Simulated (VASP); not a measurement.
**W: electric field gradients with r2SCAN**

Crystal: W.

```xyz
1
Lattice="-1.5957 1.5957 1.5957 1.5957 -1.5957 1.5957 1.5957 1.5957 -1.5957" Properties=species:S:1:pos:R:3 pbc="T T T"
W     0.0000    0.0000    0.0000
```

This cell differs from its parent crystal: volume scaled by 1.02.

| Property | Result |
| --- | --- |
| Program | VASP 6.6.1 |
| Task | electric field gradients |
| Functional | r2SCAN |
| Potentials or basis | VASP PAW PBE potentials, release 64 (W_sv) |
| Cutoff | 520 eV |
| k mesh | 16 × 16 × 16 |
| Occupations | fermi-dirac, width 0.03 eV |
| Spin | no spin polarisation |
| Dipole correction | no |
| Further INCAR settings | ALGO = Normal; EDIFF = 1e-08; NBANDS = 13 |

| Property | Result |
| --- | --- |
| Pressure | -5.2 GPa |
| Band gap on the k mesh | zero (band 7 reaches 16.08 eV, above the bottom of band 8 at 9.69 eV) |

Levels at points of the mesh, in eV from the Fermi level:
```tsv
k point	band 4	band 5	band 6	band 7	band 8	band 9	band 10	band 11
(0.00, 0.00, 0.00)	-39.07	-10.01	-1.26	-1.26	-1.26	2.48	2.48	15.19
(0.50, 0.00, 0.00)	-39.08	-6.41	-3.65	0.42	2.31	3.33	6.09	11.23
(0.50, 0.50, 0.50)	-39.96	-5.83	-5.83	5.13	5.13	5.13	8.32	8.32
```

Run time: 43 s on 1 thread of Intel(R) Xeon(R) 6975P-C (Granite Rapids) (shared host), peak memory 0.16 GiB.

Caveat: without QUAD_EFG the Cq values of the log hold for a quadrupole moment of 1 mb, not for the nuclei; the PAW data sets were made with another functional, which shifts forces and pressure a little; spin-orbit coupling is left out, which moves the levels of the heavy elements.
